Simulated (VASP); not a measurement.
Write the native input for VASP 6.6.1 that does the following.

| Property | Result |
| --- | --- |
| Task | single point |
| Functional | PBE |
| Potentials or basis | VASP PAW PBE potentials, release 64 (H) |
| Cutoff | 520 eV |
| k mesh | 1 × 1 × 1 |
| Occupations | fermi-dirac, width 0.02 eV |
| Spin | no spin polarisation |
| Dipole correction | no |
| Further INCAR settings | LREAL = Auto; ALGO = Normal; EDIFF = 1e-06; NBANDS = 30 |

The structure of H lies in POSCAR:

```
H
1.0
    7.3434200000      0.0000000000      0.0000000000
    0.0000000000      7.3434200000      0.0000000000
    0.0000000000      0.0000000000      7.3434200000
H
24
Direct
    0.4627816467      0.1617911001      0.6222032786
    0.4012299446      0.1764709087      0.5395578627
    0.5516911739      0.6809088953      0.9794755032
    0.6401377015      0.6456528430      1.0082359446
    1.1543122959      0.2657072590      0.2556029752
    1.0646810342      0.2577409436      0.2953800818
    0.6413088180      0.1185006441      0.9330529917
    0.6166336666      0.1499573768      0.8406845857
    1.0472504637      0.1622813349     -0.0606529383
    1.0194296391      0.1971833287     -0.1548869600
    0.1887131609      0.4597449145      0.5418047722
    0.2140147234      0.5592761956      0.5152095345
    0.7171454173      0.5658671300      0.5928708967
    0.7704312160      0.5965340400      0.6725476685
    0.6033428566      0.3339588366      0.2955843463
    0.5269887872      0.3968586844      0.3017531341
    1.1391831054      0.7076811622      0.1310561019
    1.0461610530      0.6635600306      0.1253775489
    0.4790274831      0.8401126451      0.2789980690
    0.4862039758      0.8701395263      0.3801226132
    0.3177674707      0.4967440239      0.8945014721
    0.3371589804      0.4021559437      0.8776428422
    0.9285047022      1.0534192515      0.5091360701
    0.8881148021      1.0719800856      0.6070332352
```

The input as run:

INCAR

```
ALGO = Normal
EDIFF = 1E-6
ENCUT = 520
GGA = PE
ISIF = 2
ISMEAR = -1
LASPH = True
LCHARG = True
LELF = True
LREAL = Auto
LVHAR = True
LWAVE = False
NBANDS = 30
NELM = 80
PREC = Accurate
SIGMA = 0.02
```

KPOINTS

```
k-points
0
Gamma
  1 1 1
```

Potentials or basis: VASP PAW PBE potentials, release 64 (H).

Launch:

```sh
$ cat potpaw_PBE.64/H/POTCAR > POTCAR
$ mpirun -np 1 vasp_gam > vasp.out
```

It gave:

- Pressure: 0.2 GPa
- Largest force: 1.229 eV/Å

Caveat: the k points lie up to 0.86 Å⁻¹ apart, too coarse for converged energies, forces and pressures; the atoms stand as in a frame of molecular dynamics.

Wall time 17 s on 1 thread of Intel(R) Xeon(R) 6975P-C (Granite Rapids), with other jobs on the host, peak memory 0.4 GiB.
